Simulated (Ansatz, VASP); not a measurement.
One calculation of Mg, two programs

INCAR

```
SYSTEM = Mg
PREC = Accurate
ENCUT = 520
EDIFF = 1E-6
ISMEAR = 0
SIGMA = 0.15
LREAL = .FALSE.
LASPH = .TRUE.
NELM = 100
ALGO = Fast
ISIF = 2
LWAVE = .FALSE.
LCHARG = .TRUE.
GGA = PS
LELF = .TRUE.
LVHAR = .TRUE.
NBANDS = 7
```

Contents of KPOINTS:

```
regular mesh
0
G
  24 24 24
  0 0 0
```

Contents of POSCAR:

```
Mg
1.0
   -1.6360828613      1.6360828613      1.9206190111
    1.6360828613     -1.6360828613      1.9206190111
    1.6360828613      1.6360828613     -1.9206190111
Mg
1
Direct
    0.0000000000      0.0000000000      0.0000000000
```

Input for Ansatz:

```yaml
crystal:
  lattice:
    - [-1.6360828613, 1.6360828613, 1.9206190111]
    - [1.6360828613, -1.6360828613, 1.9206190111]
    - [1.6360828613, 1.6360828613, -1.9206190111]
  atoms:
    - { symbol: Mg, position: [0.0, 0.0, 0.0] }
basis:
  ecutwfc: 420
kpoints:
  mp_grid: { grid: [24, 24, 24] }
hamiltonian:
  xc: pbesol
scf:
  occupations: { method: gaussian, width: 0.15 }
output:
  forces: true
  stress: true
  eigenvalues: true
```

Change from the starting cell: strain -0.080 along x and y, +0.080 along z, atoms carried along.

Alike in both runs: task single point; functional PBEsol; k mesh 24 × 24 × 24; occupations gaussian, width 0.15 eV; no spin polarisation.

|  | VASP | Ansatz |
| --- | --- | --- |
| version | VASP 6.6.1 | Ansatz 0.2.0 |
| potentials or method | VASP PAW PBE potentials, release 64 (Mg), cutoff 520 eV | scalar-relativistic, plane waves, PAW |
| valence electrons in the cell | 2 | 10 |

Ansatz gave:

```
gap on the k mesh at the Fermi level (eV)                     : none
pressure (GPa)                                                : 4.1
traceless stress, the component that is largest in VASP (GPa) : 0.45
```

Question: Estimate VASP's values.

Answer: gap on the k mesh at the Fermi level (eV): none; pressure (GPa): 4.1; traceless stress, the component that is largest in VASP (GPa): 0.44.

VASP's potentials were made for PBE, not for PBEsol. A gap of «none» marks a metal or a gap that the smearing closes. With one functional, cell and mesh, what is left measures potentials, basis and numerics. VASP's potentials hold 2 valence electrons a cell and Ansatz's 10, so a difference there can come from the potentials and not from the codes.
